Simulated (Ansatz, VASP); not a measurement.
# CoW2 in VASP and in Ansatz

```
Co W
1.0
     2.76026    0.00000    0.00000
    -1.38013    2.39045    0.00000
     0.00000    0.00000   13.22612
Co W
2 4
Cartesian
  0.0000 1.5936 3.3065
  1.3801 0.7968 9.9196
  0.0000 1.5936 11.9984
  0.0000 1.5936 7.8407
  1.3801 0.7968 1.2277
  1.3801 0.7968 5.3854
```

Alike in both runs: functional PBE; k mesh 6 × 6 × 2; occupations gaussian, width 0.1 eV; collinear spin.

Ansatz relaxed the structure, and its values are those at the end. VASP's run is a single point on that final structure, the one shown.

```csv
,VASP,Ansatz
version,VASP 6.6.1,Ansatz 0.2.0
potentials or method,"VASP PAW PBE potentials, release 64 (Co_sv, W_sv), cutoff 690 eV","scalar-relativistic, plane waves, PAW"
valence electrons in the cell,90,90
```

```csv
,VASP,Ansatz,Ansatz less VASP
gap on the k mesh at the Fermi level (eV),none,none,-
pressure (GPa),0.3,0.0,-0.26
rms of the force components (eV/Å),0.006,0.003,-0.0025
net moment per atom (μB),0.05,0.05,-0.001
```

A gap of «none» marks a metal or a gap that the smearing closes. Ansatz's warnings: seeded moment not kept.

The k mesh is coarse, so the values compare programs but aren't converged. Neither program's run includes spin-orbit coupling.
